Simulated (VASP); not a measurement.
# Hg (P1) in VASP: single point with PBE

Aim: the single point of Hg with PBE.

Program: VASP 6.6.1. These are calculated values, not measurements. Logs are shortened: lines on timing, memory, paths and dates and some standing lists are left out, and cuts for length are marked.

### Step 1. The cell of the first run

The typed cell holds 3 atoms: a = 4.540 Å, b = 4.540 Å, c = 3.870 Å, α = 90.00°, β = 90.00°, γ = 120.00°.

### Step 2. Single point, PBE

INCAR reads:

```
PREC     = Accurate       # precision mode
ENCUT    = 520            # plane-wave cutoff, eV
EDIFF    = 1E-7           # SCF threshold, eV
ISMEAR   = 0              # smearing method
SIGMA    = 0.05           # smearing width, eV
LREAL    = F              # projectors in reciprocal space
LASPH    = T              # aspherical terms in the spheres
NELM     = 100            # most SCF steps
ALGO     = Fast           # electronic algorithm
ISIF     = 2              # what is computed and relaxed
LWAVE    = F              # write WAVECAR
LCHARG   = F              # write CHGCAR
GGA      = PE             # functional
NBANDS   = 25             # bands
```

KPOINTS reads:

```
Automatic mesh
0
Gamma
  9 9 10
```

POSCAR reads:

```
Hg
1.0
    4.5400000000      0.0000000000      0.0000000000
   -2.2700000000      3.9317553332      0.0000000000
    0.0000000000      0.0000000000      3.8700000000
Hg
3
Direct
    0.3485927956      0.6918748528      0.5289260254
    0.0000000000      0.0000000000      0.0000000000
    0.6666666667      0.3333333333      0.5000000000
```

Potentials or basis: VASP PAW PBE potentials, release 64 (Hg).

Command:

```console
> cat potpaw_PBE.64/Hg/POTCAR > POTCAR
> mpirun -np 1 vasp_std > vasp.out
```

OUTCAR:

```text
PREC = Accurate
   ENCUT = 520
   EDIFF = 1E-7
   ISMEAR = 0
   LREAL = F
   LASPH = T
   NELM = 100
   ISIF = 2
   GGA = PE

 ion  position               nearest neighbor table
   1  0.349  0.692  0.529-   3 2.52   3 2.66   3 2.68   2 3.14   2 3.16   2 3.27   2 3.28   2 3.30
                             2 3.40
   2  0.000  0.000  0.000-   1 3.14   1 3.16   3 3.26   3 3.26   3 3.26   3 3.26   3 3.26   3 3.26
                             1 3.27   1 3.28   1 3.30   1 3.40
   3  0.667  0.333  0.500-   1 2.52   1 2.66   1 2.68   2 3.26   2 3.26   2 3.26   2 3.26   2 3.26
                             2 3.26

  LATTYP: Found a hexagonal cell.
 ALAT       =     4.5400000000
 C/A-ratio  =     0.8524229075

  Lattice vectors:

 A1 = (   4.5400000000,   0.0000000000,   0.0000000000)
 A2 = (  -2.2700000000,   3.9317553332,   0.0000000000)
 A3 = (   0.0000000000,   0.0000000000,   3.8700000000)

Analysis of symmetry for initial positions (statically):
=====================================================================
 Subroutine PRICEL returns:
 Original cell was already a primitive cell.

 Routine SETGRP: Setting up the symmetry group for a
 hexagonal supercell.

 Subroutine GETGRP returns: Found  1 space group operations
 (whereof  1 operations were pure point group operations)
 out of a pool of 24 trial point group operations.

The static configuration has the point symmetry C_1 .

Analysis of symmetry for dynamics (positions and initial velocities):
=====================================================================
 Subroutine PRICEL returns:
 Original cell was already a primitive cell.

 Routine SETGRP: Setting up the symmetry group for a
 hexagonal supercell.

 Subroutine GETGRP returns: Found  1 space group operations
 (whereof  1 operations were pure point group operations)
 out of a pool of 24 trial point group operations.

The dynamic configuration has the point symmetry C_1 .

 Subroutine INISYM returns: Found  1 space group operations
 (whereof  1 operations are pure point group operations),
 and found     1 'primitive' translations

----------------------------------------------------------------------------------------

                                     Primitive cell

  volume of cell :      69.0802

  direct lattice vectors                    reciprocal lattice vectors
[... 81 lines left out ...]
   ISTART =      0    job   : 0-new  1-cont  2-samecut
   ICHARG =      2    charge: 1-file 2-atom 10-const
   ISPIN  =      1    spin polarized calculation?
   LNONCOLLINEAR =      F non collinear calculations
   LSORBIT =      F    spin-orbit coupling
   LASPH  =      T    aspherical Exc in radial PAW
   ENCUT  =  520.0 eV  38.22 Ry    6.18 a.u.   8.44  8.44  7.20*2*pi/ulx,y,z
   NELM   =    100;   NELMIN=  2; NELMDL= -5     # of ELM steps
   EDIFF  = 0.1E-06   stopping-criterion for ELM
   LREAL  =      F    real-space projection
   EDIFFG = 0.1E-05   stopping-criterion for IOM
   NSW    =      0    number of steps for IOM
   IBRION =     -1    ionic relax: 0-MD 1-quasi-New 2-CG
   NFREE  =      0    steps in history (QN), initial steepest desc. (CG)
   ISIF   =      2    stress and relaxation
   ISYM   =      2    0-nonsym 1-usesym 2-fastsym
   POTIM  = 0.5000    time-step for ionic-motion
   TEBEG  =    0.0;   TEEND  =   0.0 temperature during run
   PSTRESS=    0.0 pullay stress
   NELECT =      36.0000    total number of electrons
   NUPDOWN=      -1.0000    fix difference up-down
   EMIN   =  10.00;   EMAX   =-10.00  energy-range for DOS
   EFERMI =   0.00;   METHOD = LEGACY
   ISMEAR =     0;   SIGMA  =   0.05  broadening in eV -4-tet -1-fermi 0-gaus
   EFERMI_NEDOS =   21; number of points for ismear=-14 and -15
   IALGO  =     68    algorithm
   IMIX   =      4    mixing-type and parameters
     AMIX     =   0.40;   BMIX     =  1.00
     AMIX_MAG =   1.60;   BMIX_MAG =  1.00
  volume/ion in A,a.u.               =      23.03       155.39
  Fermi-wavevector in a.u.,A,eV,Ry     =   1.317421  2.489565 23.614244  1.735598
  Thomas-Fermi vector in A             =   2.447463
   LORBIT       =      0    0 simple, 1 ext, 2 COOP (PROOUT), +10 PAW based schemes
   GGA     = PE    functional components
   LHFCALC =     F    Hartree Fock is set to
   AEXX    =    0.0000 exact exchange contribution
   IVDW    =     0    specifies the selected vdW correction
   LEPSILON=     F    determine dielectric tensor
   LRPA    =     F    only Hartree local field effects (RPA)
 non-spin polarized calculation
 RMM-DIIS sequential band-by-band and
 Gauss-broadening in eV      SIGMA  =   0.05
  energy-cutoff  :      520.00
  volume of cell :       69.08
 maximum number of plane-waves:      1894
 NGX is ok and might be reduce to    36
   NGX = 17   NGY = 17   NGZ = 15

 number of electron      36.0000005 magnetization

 Free energy of the ion-electron system (eV)
  ---------------------------------------------------
  ext. energy  EPLUGINS =         0.00000000
  ---------------------------------------------------
  free energy    TOTEN  =         0.54111788 eV

  energy without entropy =        0.54247607  energy(sigma->0) =        0.54179697

 E-fermi :   3.2521     XC(G=0): -10.9197

 val. band max:        3.2508464463   @ k =  -0.2222   0.2222   0.4000
 cond. band min:       3.2544316247   @ k =   0.3333   0.1111   0.4000
 fundamental gap:      0.0035851784
 Fermi energy:         3.2521329376

 k-point     1 :       0.0000    0.0000    0.0000
  band No.  band energies     occupation
      1      -6.8455      2.00000
      2      -5.1416      2.00000
      3      -4.9171      2.00000
      4      -4.8262      2.00000
      5      -4.7887      2.00000
      6      -4.5902      2.00000
[... 661 lines left out ...]
     24      12.0103      0.00000
     25      12.5119      0.00000

 [... further k-points ...]
[... 5 lines left out ...]
  --------------------------------------------------------------------------------------
  -------------------------------------------------------------------------------------
  Total        6.6073545     10.2447439      1.9504674     -0.1897971     -0.0827849      0.0054571
  in kB      153.2444982    237.6065375     45.2372261     -4.4019672     -1.9200318      0.1265669
  external PRESSURE =     145.3627539 kB  Pullay stress =       0.0000000 kB

 VOLUME and BASIS-vectors are now :
 -----------------------------------------------------------------------------
  energy-cutoff  :      520.00
  volume of cell :       69.08
      direct lattice vectors                 reciprocal lattice vectors
     4.540000000  0.000000000  0.000000000     0.220264317  0.127169663  0.000000000
    -2.270000000  3.931755333  0.000000000     0.000000000  0.254339326  0.000000000
     0.000000000  0.000000000  3.870000000     0.000000000  0.000000000  0.258397933

 POSITION                                       TOTAL-FORCE (eV/Angst)
 -----------------------------------------------------------------------------------
      0.01206      2.72028      2.04694        -0.108672     -1.401536      0.175692
      0.00000      0.00000      0.00000         0.016132      0.085698      0.126223
      2.27000      1.31059      1.93500         0.092540      1.315838     -0.301915
 -----------------------------------------------------------------------------------
    total drift:                               -0.000113      0.000115     -0.000085

  FREE ENERGIE OF THE ION-ELECTRON SYSTEM (eV)
  ---------------------------------------------------
  free  energy   TOTEN  =         0.5411178783 eV

  energy  without entropy=        0.5424760662  energy(sigma->0) =        0.54179697
```

Wall time 3.7 min (1 thread of Intel Xeon 6975P-C (Granite Rapids), shared host); peak memory 0.59 GiB.

Results:

- Free energy: 0.5411 eV
- Pressure: 14.5 GPa
- Largest force: 1.417 eV/Å
- Band gap on the k mesh: zero (band 18 reaches 7.20 eV, above the bottom of band 19 at 1.40 eV)

Forces in eV/Å, atoms in the order of the input:
```
Hg  -0.109 -1.402  0.176
Hg   0.016  0.086  0.126
Hg   0.093  1.316 -0.302
```

Caveat: spin-orbit coupling is left out, which moves the levels of the heavy elements; forces of over 1 eV/Å act on the atoms, so gaps and moduli don't describe the material at rest.
